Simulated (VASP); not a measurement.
MgO:

```xyz
4
Lattice="3.4841 0.0000 0.0000 -1.7421 3.0173 0.0000 0.0000 0.0000 4.1857" Properties=species:S:1:pos:R:3 pbc="T T T"
Mg    1.7421    1.0058    3.1393
Mg    0.0000    2.0115    1.0464
O     1.7421    1.0058    1.0464
O     0.0000    2.0115    3.1393
```

Base run:

* Program: VASP 6.6.1
* Functional: r2SCAN
* Potentials or basis: VASP PAW PBE potentials, release 64 (Mg, O)
* Cutoff: 520 eV
* k mesh: 6 × 6 × 6
* Occupations: gaussian, width 0.05 eV
* Spin: no spin polarisation

Its results: band gap on the k mesh 4.08 eV, direct; pressure -0.8 GPa.

Task: The run is repeated on the same cell with these changes: potentials or basis from VASP PAW PBE potentials, release 64 (Mg, O) to VASP PAW PBE potentials, release 64 (Mg_sv, O); cutoff from 520 eV to 660 eV; further incar settings from ALGO = Normal; EDIFF = 1e-07; NBANDS = 16 to ALGO = Normal; EDIFF = 1e-06; NBANDS = 24; valence electrons from 16 to 32. What comes out?

Result: Band gap on the k mesh 4.11 eV, direct; pressure -0.3 GPa.

Caveats: the PAW data sets were made with another functional, which shifts forces and pressure a little.

